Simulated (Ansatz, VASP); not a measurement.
# Two plane-wave programs on KNaF2

```
K Na F
1.0
     1.78332    1.02960    5.90595
    -1.78332    1.02960    5.90595
     0.00000   -2.05920    5.90595
K Na F
1 1 2
Cartesian
  0.0000 0.0000 8.8589
  0.0000 0.0000 0.0000
  0.0000 0.0000 13.1111
  0.0000 0.0000 4.6068
```

Alike in both runs: functional PBE; k mesh 9 × 9 × 9; no spin polarisation.

Ansatz relaxed the structure, and its values are those at the end. VASP's run is a single point on that final structure, the one shown.

```csv
,VASP,Ansatz
version,VASP 6.6.1,Ansatz 0.2.0
potentials or method,"VASP PAW PBE potentials, release 64 (K_sv, Na_pv, F), cutoff 520 eV","scalar-relativistic, plane waves, PAW"
occupations,"gaussian, width 0.01 eV",fixed
valence electrons in the cell,30,32
```

Ansatz gave:

* gap on the k mesh at the Fermi level (eV): 5.93
* least direct gap on the mesh (eV): 5.93
* pressure (GPa): 0.0
* rms of the force components (eV/Å): 0.000

Task: Estimate VASP's values.

Result: gap on the k mesh at the Fermi level (eV): 5.92; least direct gap on the mesh (eV): 5.92; pressure (GPa): 0.0; rms of the force components (eV/Å): 0.007.

VASP's potentials hold 30 valence electrons a cell and Ansatz's 32, so a difference there can come from the potentials and not from the codes.
